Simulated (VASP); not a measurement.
A run of VASP 6.6.1 is set up as follows.

File INCAR:

```
PREC = Accurate
ENCUT = 520
EDIFF = 1E-6
ISMEAR = -1
SIGMA = 0.05
LREAL = False
LASPH = True
NELM = 150
ALGO = Normal
ISIF = 2
LWAVE = False
LCHARG = False
ISPIN = 2
MAGMOM = 1.2
LORBIT = 11
NUPDOWN = 1.2
LMAXMIX = 4
GGA = PS
NBANDS = 15
```

KPOINTS

```
regular mesh
0
Gamma
  11 11 11
```

POSCAR

```
Ni
1.0
   -1.3837154700      1.3837154700      1.3837154700
    1.3837154700     -1.3837154700      1.3837154700
    1.3837154700      1.3837154700     -1.3837154700
Ni
1
Direct
    0.0000000000      0.0000000000      0.0000000000
```

Potentials or basis: VASP PAW PBE potentials, release 64 (Ni).

Launch:

```console
$ cat potpaw_PBE.64/Ni/POTCAR > POTCAR
$ mpirun -np 1 vasp_std > vasp.out
```

Predict the pressure.

5.3 GPa.

Caveat: the PAW data sets were made with another functional, which shifts forces and pressure a little; the total moment is fixed, so each spin has its own Fermi level.
